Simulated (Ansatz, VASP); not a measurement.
## Si16Ge: VASP beside Ansatz

```
Si Ge
1.0
     0.00000    5.43000    5.43000
     5.43000    0.00000    5.43000
     5.43000    5.43000    0.00000
Si Ge
16 1
Direct
  0.00001 0.99991 0.00008
  0.12425 0.12396 0.12445
  0.00440 0.00407 0.49583
  0.12431 0.12401 0.62737
  0.00448 0.49532 0.00468
  0.12417 0.62729 0.12436
  0.00446 0.49536 0.49572
  0.13641 0.62114 0.62121
  0.49561 0.00413 0.00465
  0.62733 0.12396 0.12445
  0.49569 0.00408 0.49583
  0.62149 0.13546 0.62156
  0.49552 0.49531 0.00468
  0.62099 0.62100 0.13702
  0.50009 0.49906 0.50075
  0.62123 0.62114 0.62120
  0.75010 0.74863 0.75116
```

Alike in both runs: functional PBEsol; k mesh 2 × 2 × 2; occupations gaussian, width 0.05 eV; no spin polarisation.

Ansatz relaxed the structure, and its values are those at the end. VASP's run is a single point on that final structure, the one shown.

|  | VASP | Ansatz |
| --- | --- | --- |
| version | VASP 6.6.1 | Ansatz 0.2.0 |
| potentials or method | VASP PAW PBE potentials, release 64 (Si, Ge_d), cutoff 520 eV | scalar-relativistic, plane waves, PAW |
| valence electrons in the cell | 78 | 78 |

```csv
,VASP,Ansatz,Ansatz less VASP
rms of the force components (eV/Å),0.006,0.005,-0.0001
```

VASP's potentials were made for PBE, not for PBEsol, and Ansatz warns of the same on its side. With one functional, cell and mesh, what is left measures potentials, basis and numerics.

The k mesh is coarse, so the values compare programs but aren't converged.
